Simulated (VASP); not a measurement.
# Rb (Im-3m) in VASP: notebook

Runs on Rb. Level: LDA. Tasks: single point, relaxation of cell and atoms.

Program: VASP 6.6.1. These are calculated values, not measurements. Logs are shortened: lines on timing, memory, paths and dates and some standing lists are left out, and cuts for length are marked.

### Step 1. The cell of the first run

It takes space group Im-3m (No. 229, cubic). Conventional cell: a = 4.554 Å, b = 4.554 Å, c = 4.554 Å, α = 90.00°, β = 90.00°, γ = 90.00°. Rb (site symmetry m-3m) has 14 Rb at 3.94 to 4.55 Å within 5.2 Å.

### Step 2. Single point, LDA

File INCAR:

```
SYSTEM = Rb
PREC = Accurate
ENCUT = 520
EDIFF = 1E-6
ISMEAR = -1
SIGMA = 0.08
LREAL = .FALSE.
LASPH = .TRUE.
NELM = 80
ALGO = Normal
ISIF = 2
LWAVE = .FALSE.
LCHARG = .TRUE.
GGA = CA
LELF = .TRUE.
LVHAR = .TRUE.
NBANDS = 10
```

File KPOINTS:

```
regular mesh
0
G
  12 12 12
  0 0 0
```

File POSCAR:

```
Rb
1.0
   -2.2772336151      2.2772336151      2.2772336151
    2.2772336151     -2.2772336151      2.2772336151
    2.2772336151      2.2772336151     -2.2772336151
Rb
1
Direct
    0.0000000000      0.0000000000      0.0000000000
```

Potentials or basis: VASP PAW LDA potentials, release 64 (Rb_sv).

Launch:

```
cat potpaw_LDA.64/Rb_sv/POTCAR > POTCAR
mpirun -np 1 vasp_std > vasp.out
```

OUTCAR:

```text
SYSTEM = Rb
   PREC = Accurate
   ENCUT = 520
   EDIFF = 1E-6
   ISMEAR = -1
   LREAL = .FALSE.
   LASPH = .TRUE.
   NELM = 80
   ISIF = 2
   GGA = CA

 ion  position               nearest neighbor table
   1  0.000  0.000  0.000-

  LATTYP: Found a body centered cubic cell.
 ALAT       =     4.5544672302

  Lattice vectors:

 A1 = (  -2.2772336151,   2.2772336151,   2.2772336151)
 A2 = (   2.2772336151,  -2.2772336151,   2.2772336151)
 A3 = (   2.2772336151,   2.2772336151,  -2.2772336151)

Analysis of symmetry for initial positions (statically):
=====================================================================
 Subroutine PRICEL returns:
 Original cell was already a primitive cell.

 Routine SETGRP: Setting up the symmetry group for a
 body centered cubic supercell.

 Subroutine GETGRP returns: Found 48 space group operations
 (whereof 48 operations were pure point group operations)
 out of a pool of 48 trial point group operations.

The static configuration has the point symmetry O_h .

Analysis of symmetry for dynamics (positions and initial velocities):
=====================================================================
 Subroutine PRICEL returns:
 Original cell was already a primitive cell.

 Routine SETGRP: Setting up the symmetry group for a
 body centered cubic supercell.

 Subroutine GETGRP returns: Found 48 space group operations
 (whereof 48 operations were pure point group operations)
 out of a pool of 48 trial point group operations.

The dynamic configuration has the point symmetry O_h .

 Subroutine INISYM returns: Found 48 space group operations
 (whereof 48 operations are pure point group operations),
 and found     1 'primitive' translations

----------------------------------------------------------------------------------------

                                     Primitive cell

  volume of cell :      47.2370

  direct lattice vectors                    reciprocal lattice vectors
    -2.277233615  2.277233615  2.277233615     0.000000000  0.219564649  0.219564649
     2.277233615 -2.277233615  2.277233615     0.219564649  0.000000000  0.219564649
     2.277233615  2.277233615 -2.277233615     0.219564649  0.219564649  0.000000000

  length of vectors
     3.944284322  3.944284322  3.944284322     0.310511305  0.310511305  0.310511305

  position of ions in fractional coordinates (direct lattice)
     0.000000000  0.000000000  0.000000000

  ion indices of the primitive-cell ions
   primitive index   ion index
                 1           1

----------------------------------------------------------------------------------------

 KPOINTS: regular mesh

Automatic generation of k-mesh.
 Grid dimensions read from file:
 generate k-points for:   12   12   12

 Generating k-lattice:

  Cartesian coordinates                     Fractional coordinates (reciprocal lattice)
     0.000000000  0.018297054  0.018297054     0.083333333  0.000000000  0.000000000
     0.018297054  0.000000000  0.018297054     0.000000000  0.083333333  0.000000000
     0.018297054  0.018297054  0.000000000     0.000000000  0.000000000  0.083333333

  Length of vectors
     0.025875942  0.025875942  0.025875942

  Shift w.r.t. Gamma in fractional coordinates (k-lattice)
     0.000000000  0.000000000  0.000000000

 Subroutine IBZKPT returns following result:
 ===========================================

 Found     72 irreducible k-points:

 Following reciprocal coordinates:
            Coordinates               Weight
  0.000000  0.000000  0.000000      1.000000
  0.083333  0.000000  0.000000     12.000000
  0.166667  0.000000  0.000000     12.000000
  0.250000  0.000000  0.000000     12.000000
  0.333333  0.000000  0.000000     12.000000
  0.416667  0.000000  0.000000     12.000000
[... 16 lines left out ...]
  0.333333  0.083333  0.083333     24.000000
  0.416667  0.083333  0.083333     12.000000
 [... further k-points ...]
   k-points           NKPTS =     72   k-points in BZ     NKDIM =     72   number of bands    NBANDS=     10
   number of dos      NEDOS =    301   number of ions     NIONS =      1
   total plane-waves  NPLWV =  27000
   dimension x,y,z NGX =    30 NGY =   30 NGZ =   30
   dimension x,y,z NGXF=    60 NGYF=   60 NGZF=   60
   ions per type =               1
   NGX,Y,Z   is equivalent  to a cutoff of  12.64, 12.64, 12.64 a.u.
   NGXF,Y,Z  is equivalent  to a cutoff of  25.29, 25.29, 25.29 a.u.
 SYSTEM =  Rb
   PREC   = accura    normal or accurate (medium, high low for compatibility)
   ISTART =      0    job   : 0-new  1-cont  2-samecut
   ICHARG =      2    charge: 1-file 2-atom 10-const
   ISPIN  =      1    spin polarized calculation?
   LNONCOLLINEAR =      F non collinear calculations
   LSORBIT =      F    spin-orbit coupling
   LASPH  =      T    aspherical Exc in radial PAW
   ENCUT  =  520.0 eV  38.22 Ry    6.18 a.u.   7.33  7.33  7.33*2*pi/ulx,y,z
   NELM   =     80;   NELMIN=  2; NELMDL= -5     # of ELM steps
   EDIFF  = 0.1E-05   stopping-criterion for ELM
   LREAL  =      F    real-space projection
   EDIFFG = 0.1E-04   stopping-criterion for IOM
   NSW    =      0    number of steps for IOM
   IBRION =     -1    ionic relax: 0-MD 1-quasi-New 2-CG
   NFREE  =      0    steps in history (QN), initial steepest desc. (CG)
   ISIF   =      2    stress and relaxation
   ISYM   =      2    0-nonsym 1-usesym 2-fastsym
   POTIM  = 0.5000    time-step for ionic-motion
   TEBEG  =    0.0;   TEEND  =   0.0 temperature during run
   PSTRESS=    0.0 pullay stress
   NELECT =       9.0000    total number of electrons
   NUPDOWN=      -1.0000    fix difference up-down
   EMIN   =  10.00;   EMAX   =-10.00  energy-range for DOS
   EFERMI =   0.00;   METHOD = LEGACY
   ISMEAR =    -1;   SIGMA  =   0.08  broadening in eV -4-tet -1-fermi 0-gaus
   EFERMI_NEDOS =   21; number of points for ismear=-14 and -15
   IALGO  =     38    algorithm
   IMIX   =      4    mixing-type and parameters
     AMIX     =   0.40;   BMIX     =  1.00
     AMIX_MAG =   1.60;   BMIX_MAG =  1.00
  volume/ion in A,a.u.               =      47.24       318.77
  Fermi-wavevector in a.u.,A,eV,Ry     =   0.942023  1.780165 12.073905  0.887407
  Thomas-Fermi vector in A             =   2.069591
   LORBIT       =      0    0 simple, 1 ext, 2 COOP (PROOUT), +10 PAW based schemes
   GGA     = CA    functional components
   LHFCALC =     F    Hartree Fock is set to
   AEXX    =    0.0000 exact exchange contribution
   IVDW    =     0    specifies the selected vdW correction
   LEPSILON=     F    determine dielectric tensor
   LRPA    =     F    only Hartree local field effects (RPA)
 non-spin polarized calculation
  energy-cutoff  :      520.00
  volume of cell :       47.24
 maximum number of plane-waves:      1286
 NGX is ok and might be reduce to    30
   NGX = 15   NGY = 15   NGZ = 15

 number of electron       9.0000000 magnetization

 Free energy of the ion-electron system (eV)
  ---------------------------------------------------
  ext. energy  EPLUGINS =         0.00000000
  ---------------------------------------------------
  free energy    TOTEN  =        -0.79114150 eV

  energy without entropy =       -0.76986559  energy(sigma->0) =       -0.78050355

 E-fermi :   1.8289     XC(G=0):  -7.6392

 val. band max:        1.7488573786   @ k =   0.5000   0.5000   0.0833
 cond. band min:       1.8309378571   @ k =  -0.3333   0.3333   0.2500
 fundamental gap:      0.0820804784
 Fermi energy:         1.8289207109

 k-point     1 :       0.0000    0.0000    0.0000
  band No.  band energies     occupation
      1     -26.9521      2.00000
      2     -10.7861      2.00000
      3     -10.7861      2.00000
      4     -10.7861      2.00000
      5      -1.0836      2.00000
      6       5.8533      0.00000
      7       5.8533      0.00000
      8       5.8533      0.00000
      9       7.4834      0.00000
     10       7.4834      0.00000

 k-point     2 :       0.0833    0.0000    0.0000
  band No.  band energies     occupation
      1     -26.9468      2.00000
      2     -10.8430      2.00000
      3     -10.8017      2.00000
      4     -10.7869      2.00000
      5      -0.9189      2.00000
      6       5.6735      0.00000
      7       5.7090      0.00000
      8       6.0164      0.00000
      9       7.1879      0.00000
     10       7.4394      0.00000

 k-point     3 :       0.1667    0.0000    0.0000
  band No.  band energies     occupation
      1     -26.9326      2.00000
      2     -10.9928      2.00000
      3     -10.8437      2.00000
      4     -10.7889      2.00000
      5      -0.4584      2.00000
      6       5.1533      0.00000
      7       5.2643      0.00000
      8       6.4984      0.00000
      9       7.0420      0.00000
     10       7.3823      0.00000

 k-point     4 :       0.2500    0.0000    0.0000
  band No.  band energies     occupation
      1     -26.9129      2.00000
      2     -11.1859      2.00000
      3     -10.9001      2.00000
      4     -10.7917      2.00000
      5       0.2023      2.00000
      6       4.4475      0.00000
      7       4.8232      0.00000
      8       7.2459      0.00000
      9       7.2782      0.00000
     10       7.4306      0.00000
[... 222 lines left out ...]
 k-point    22 :       0.2500    0.0833    0.0833
  band No.  band energies     occupation
      1     -26.8894      2.00000
      2     -11.3699      2.00000
      3     -10.9674      2.00000
      4     -10.8395      2.00000
      5       1.1863      1.99935
      6       3.8232      0.00000
      7       4.1665      0.00000
      8       7.6584      0.00000
      9       7.9507      0.00000
     10       8.5822      0.00000

 k-point    23 :       0.3333    0.0833    0.0833
  band No.  band energies     occupation
      1     -26.8765      2.00000
      2     -11.4591      2.00000
      3     -11.0278      2.00000
      4     -10.8451      2.00000
      5       1.7470      1.47143
      6       3.6243      0.00000
      7       3.9883      0.00000
      8       7.7057      0.00000
      9       8.2961      0.00000
     10       9.3505      0.00000

 k-point    24 :       0.4167    0.0833    0.0833
  band No.  band energies     occupation
      1     -26.8718      2.00000
      2     -11.4903      2.00000
      3     -11.0504      2.00000
      4     -10.8471      2.00000
      5       1.9421      0.39105
      6       3.6178      0.00000
      7       3.9288      0.00000
      8       7.6184      0.00000
      9       8.5432      0.00000
     10       9.6798      0.00000

 [... further k-points ...]
[... 5 lines left out ...]
  --------------------------------------------------------------------------------------
  -------------------------------------------------------------------------------------
  Total        1.2390705      1.2390705      1.2390705     -0.0000000     -0.0000000      0.0000000
  in kB       42.0265598     42.0265598     42.0265598     -0.0000000     -0.0000000      0.0000000
  external PRESSURE =      42.0265598 kB  Pullay stress =       0.0000000 kB

 VOLUME and BASIS-vectors are now :
 -----------------------------------------------------------------------------
  energy-cutoff  :      520.00
  volume of cell :       47.24
      direct lattice vectors                 reciprocal lattice vectors
    -2.277233615  2.277233615  2.277233615     0.000000000  0.219564649  0.219564649
     2.277233615 -2.277233615  2.277233615     0.219564649  0.000000000  0.219564649
     2.277233615  2.277233615 -2.277233615     0.219564649  0.219564649  0.000000000

 POSITION                                       TOTAL-FORCE (eV/Angst)
 -----------------------------------------------------------------------------------
      0.00000      0.00000      0.00000        -0.000000      0.000000     -0.000000
 -----------------------------------------------------------------------------------
    total drift:                                0.000000     -0.000000      0.000000

  FREE ENERGIE OF THE ION-ELECTRON SYSTEM (eV)
  ---------------------------------------------------
  free  energy   TOTEN  =        -0.7911415042 eV

  energy  without entropy=       -0.7698655888  energy(sigma->0) =       -0.78050355
```

It took 25 s on 1 thread of AMD EPYC 7R43 (Zen 3), shared host; peak memory 0.13 GiB.

Results:

* Free energy: -0.7911 eV
* Pressure: 4.2 GPa
* Band gap on the k mesh: zero (an odd number of electrons rules out a gap without spin polarisation)

Caveat: the cell stands under pressure.

### Step 3. Single point, LDA

File INCAR:

```
ALGO = Normal
EDIFF = 1E-6
ENCUT = 520
GGA = CA
ISIF = 2
ISMEAR = -1
LASPH = T
LCHARG = F
LREAL = F
LWAVE = F
NBANDS = 10
NELM = 80
PREC = Accurate
SIGMA = 0.08
```

File KPOINTS:

```
k-points
0
Gamma
  12 12 12
```

POSCAR is that of step 2.

Potentials or basis: VASP PAW LDA potentials, release 64 (Rb_sv).

Launch:

```
cat potpaw_LDA.64/Rb_sv/POTCAR > POTCAR
mpirun -np 1 vasp_std > vasp.out
```

Wall time 25 s (1 thread of AMD EPYC 7R43 (Zen 3), shared host); peak memory 0.13 GiB.

It converged, with:

- Free energy: -0.7911 eV
- Pressure: 4.2 GPa
- Band gap on the k mesh: zero (an odd number of electrons rules out a gap without spin polarisation)

Levels at points of the mesh, in eV from the Fermi level:
```
           k point  band 1  band 2  band 3  band 4  band 5  band 6  band 7  band 8  band 9
(0.00, 0.00, 0.00)  -28.78  -12.62  -12.62  -12.62   -2.91    4.02    4.02    4.02    5.65
(0.50, 0.00, 0.00)  -28.70  -13.37  -12.84  -12.63   -0.23    1.87    2.32    5.64    6.67
(0.50, 0.50, 0.50)  -28.65  -13.11  -13.11  -13.11    0.38    0.38    5.62    5.62    5.62
```

Caveat: the cell stands under pressure.

[end of part 1 of 2]

The gap in the log of VASP goes by the Fermi energy; the results here count the filled bands.